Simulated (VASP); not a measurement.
# TaC (Fm-3m) in VASP: single point with LDA

Aim: the single point of TaC with LDA.

All numbers are computed with VASP 6.6.1; they aren't measurements. Logs are shortened: lines on timing, memory, paths and dates and some standing lists are left out, and cuts for length are marked.

## (1) The cell of the first run

Symmetry: Fm-3m, No. 225, cubic system. The conventional cell has a = 4.414 Å, b = 4.414 Å, c = 4.414 Å, α = 90.00°, β = 90.00°, γ = 90.00°. Within 2.9 Å of Ta (site symmetry m-3m) lie 6 C at 2.21 Å. C (site symmetry m-3m) has 6 Ta at 2.21 Å within 2.9 Å.

## (2) Single point, LDA

INCAR reads:

```
SYSTEM = TaC
ALGO = Normal
EDIFF = 1E-6
ENCUT = 600
GGA = CA
GGA_COMPAT = .False.
ISIF = 2
ISMEAR = 0
LASPH = .True.
LCHARG = .False.
LREAL = .False.
LWAVE = .False.
NBANDS = 14
NELM = 120
PREC = Accurate
SIGMA = 0.1
```

KPOINTS reads:

```
k-points
0
Gamma
  20 20 20
  0 0 0
```

POSCAR reads:

```
TaC
1.0
    0.0000000000      2.2068634361      2.2068634361
    2.2068634361      0.0000000000      2.2068634361
    2.2068634361      2.2068634361      0.0000000000
Ta C
1 1
Direct
    0.0000000000      0.0000000000      0.0000000000
    0.5000000000      0.5000000000      0.5000000000
```

Potentials or basis: VASP PAW LDA potentials, release 64 (Ta_pv, C).

On the command line:

```
$ cat potpaw_LDA.64/Ta_pv/POTCAR potpaw_LDA.64/C/POTCAR > POTCAR
$ mpirun -np 1 vasp_std > vasp.out
```

OUTCAR:

```text
SYSTEM = TaC
   EDIFF = 1E-6
   ENCUT = 600
   GGA = CA
   ISIF = 2
   ISMEAR = 0
   LASPH = .True.
   LREAL = .False.
   NELM = 120
   PREC = Accurate

 ion  position               nearest neighbor table
   1  0.000  0.000  0.000-   2 2.21   2 2.21   2 2.21   2 2.21   2 2.21   2 2.21
   2  0.500  0.500  0.500-   1 2.21   1 2.21   1 2.21   1 2.21   1 2.21   1 2.21

  LATTYP: Found a face centered cubic cell.
 ALAT       =     4.4137268722

  Lattice vectors:

 A1 = (   0.0000000000,   2.2068634361,   2.2068634361)
 A2 = (   2.2068634361,   0.0000000000,   2.2068634361)
 A3 = (   2.2068634361,   2.2068634361,   0.0000000000)

Analysis of symmetry for initial positions (statically):
=====================================================================
 Subroutine PRICEL returns:
 Original cell was already a primitive cell.

 Routine SETGRP: Setting up the symmetry group for a
 face centered cubic supercell.

 Subroutine GETGRP returns: Found 48 space group operations
 (whereof 48 operations were pure point group operations)
 out of a pool of 48 trial point group operations.

The static configuration has the point symmetry O_h .

Analysis of symmetry for dynamics (positions and initial velocities):
=====================================================================
 Subroutine PRICEL returns:
 Original cell was already a primitive cell.

 Routine SETGRP: Setting up the symmetry group for a
 face centered cubic supercell.

 Subroutine GETGRP returns: Found 48 space group operations
 (whereof 48 operations were pure point group operations)
 out of a pool of 48 trial point group operations.

The dynamic configuration has the point symmetry O_h .

 Subroutine INISYM returns: Found 48 space group operations
 (whereof 48 operations are pure point group operations),
 and found     1 'primitive' translations

----------------------------------------------------------------------------------------

                                     Primitive cell

  volume of cell :      21.4959

  direct lattice vectors                    reciprocal lattice vectors
     0.000000000  2.206863436  2.206863436    -0.226565900  0.226565900  0.226565900
     2.206863436  0.000000000  2.206863436     0.226565900 -0.226565900  0.226565900
     2.206863436  2.206863436  0.000000000     0.226565900  0.226565900 -0.226565900

  length of vectors
     3.120976202  3.120976202  3.120976202     0.392423650  0.392423650  0.392423650

  position of ions in fractional coordinates (direct lattice)
     0.000000000  0.000000000  0.000000000
     0.500000000  0.500000000  0.500000000

  ion indices of the primitive-cell ions
[... 89 lines left out ...]
   EFERMI =   0.00;   METHOD = LEGACY
   ISMEAR =     0;   SIGMA  =   0.10  broadening in eV -4-tet -1-fermi 0-gaus
   EFERMI_NEDOS =   21; number of points for ismear=-14 and -15
   IALGO  =     38    algorithm
   IMIX   =      4    mixing-type and parameters
     AMIX     =   0.40;   BMIX     =  1.00
     AMIX_MAG =   1.60;   BMIX_MAG =  1.00
  volume/ion in A,a.u.               =      10.75        72.53
  Fermi-wavevector in a.u.,A,eV,Ry     =   1.452066  2.744008 28.687839  2.108497
  Thomas-Fermi vector in A             =   2.569491
   LORBIT       =      0    0 simple, 1 ext, 2 COOP (PROOUT), +10 PAW based schemes
   GGA     = CA    functional components
   LHFCALC =     F    Hartree Fock is set to
   AEXX    =    0.0000 exact exchange contribution
   IVDW    =     0    specifies the selected vdW correction
   LEPSILON=     F    determine dielectric tensor
   LRPA    =     F    only Hartree local field effects (RPA)
 non-spin polarized calculation
 Gauss-broadening in eV      SIGMA  =   0.10
  energy-cutoff  :      600.00
  volume of cell :       21.50
 maximum number of plane-waves:       730
 NGX is ok and might be reduce to    28
   NGX = 13   NGY = 13   NGZ = 13

 number of electron      14.9999999 magnetization

 Free energy of the ion-electron system (eV)
  ---------------------------------------------------
  ext. energy  EPLUGINS =         0.00000000
  ---------------------------------------------------
  free energy    TOTEN  =       -24.29180448 eV

  energy without entropy =      -24.28837392  energy(sigma->0) =      -24.29008920

 E-fermi :   8.6243     XC(G=0): -13.5234

 val. band max:        8.6216205854   @ k =  -0.4000   0.3500   0.1000
 cond. band min:       8.6246442505   @ k =  -0.1500   0.0500   0.0000
 fundamental gap:      0.0030236652
 Fermi energy:         8.6242548124

 k-point     1 :       0.0000    0.0000    0.0000
  band No.  band energies     occupation
      1     -26.1760      2.00000
      2     -26.1760      2.00000
      3     -26.1760      2.00000
      4      -6.2229      2.00000
      5       7.1741      2.00000
      6       7.1741      2.00000
      7       7.1741      2.00000
      8       8.1450      2.00000
      9       8.1450      2.00000
     10       8.1450      2.00000
     11       9.2518      0.00000
     12       9.2518      0.00000
     13      15.6829      0.00000
     14      18.7450      0.00000
[... 377 lines left out ...]
      1     -26.8543      2.00000
      2     -26.2700      2.00000
      3     -26.2405      2.00000
      4      -2.9756      2.00000
      5       1.3148      2.00000
      6       3.3143      2.00000
      7       3.5121      2.00000
      8      10.1487      0.00000
      9      10.3921      0.00000
     10      11.2506      0.00000
     11      16.2806      0.00000
     12      16.7540      0.00000
     13      17.7887      0.00000
     14      20.7183      0.00000

 [... further k-points ...]

------------------------ aborting loop because EDIFF is reached ----------------------------------------

  FORCE on cell =-STRESS in cart. coord.  units (eV):
  Direction    XX          YY          ZZ          XY          YZ          ZX
  --------------------------------------------------------------------------------------
  -------------------------------------------------------------------------------------
  Total        0.2355433      0.2355433      0.2355433      0.0000000      0.0000000     -0.0000000
  in kB       17.5559784     17.5559784     17.5559784      0.0000000      0.0000000     -0.0000000
  external PRESSURE =      17.5559784 kB  Pullay stress =       0.0000000 kB

 VOLUME and BASIS-vectors are now :
 -----------------------------------------------------------------------------
  energy-cutoff  :      600.00
  volume of cell :       21.50
      direct lattice vectors                 reciprocal lattice vectors
     0.000000000  2.206863436  2.206863436    -0.226565900  0.226565900  0.226565900
     2.206863436  0.000000000  2.206863436     0.226565900 -0.226565900  0.226565900
     2.206863436  2.206863436  0.000000000     0.226565900  0.226565900 -0.226565900

 POSITION                                       TOTAL-FORCE (eV/Angst)
 -----------------------------------------------------------------------------------
      0.00000      0.00000      0.00000         0.000000      0.000000     -0.000000
      2.20686      2.20686      2.20686         0.000000      0.000000      0.000000
 -----------------------------------------------------------------------------------
    total drift:                                0.000000      0.000000      0.000000

  FREE ENERGIE OF THE ION-ELECTRON SYSTEM (eV)
  ---------------------------------------------------
  free  energy   TOTEN  =       -24.2918044772 eV

  energy  without entropy=      -24.2883739232  energy(sigma->0) =      -24.29008920
```

OSZICAR:

```text
N       E                     dE             d eps       ncg     rms          rms(c)
DAV:   1     0.859340720705E+02    0.85934E+02   -0.85437E+03  7168   0.118E+03
DAV:   2    -0.249677685111E+02   -0.11090E+03   -0.10579E+03  8614   0.305E+02
DAV:   3    -0.277689695638E+02   -0.28012E+01   -0.27761E+01  8928   0.433E+01
DAV:   4    -0.277860449230E+02   -0.17075E-01   -0.17063E-01  8092   0.370E+00
DAV:   5    -0.277861469474E+02   -0.10202E-03   -0.10202E-03  8772   0.262E-01    0.257E+01
DAV:   6    -0.243528776127E+02    0.34333E+01   -0.74989E+00  8736   0.252E+01    0.937E+00
DAV:   7    -0.243293526179E+02    0.23525E-01   -0.63363E-01  9322   0.524E+00    0.618E+00
DAV:   8    -0.243012215720E+02    0.28131E-01   -0.14830E-01  8452   0.241E+00    0.138E+00
DAV:   9    -0.242918114995E+02    0.94101E-02   -0.21013E-02  8530   0.858E-01    0.117E-01
DAV:  10    -0.242918389555E+02   -0.27456E-04   -0.13953E-03  8476   0.354E-01    0.359E-02
DAV:  11    -0.242918049979E+02    0.33958E-04   -0.10498E-04  8926   0.808E-02    0.140E-02
DAV:  12    -0.242918044772E+02    0.52068E-06   -0.72305E-06  8050   0.225E-02
   1 F= -.24291804E+02 E0= -.24290089E+02  d E =-.343055E-02
```

It took 2.4 min on 1 thread of Intel Xeon 8259CL, shared host; peak memory 0.23 GiB.

What came out:

```yaml
Free_energy: -24.2918 eV
Pressure: 1.8 GPa
Band_gap_on_the_k_mesh: zero (an odd number of electrons rules out a gap without spin polarisation)
```

Caveat: spin-orbit coupling is left out, which moves the levels of the heavy elements.
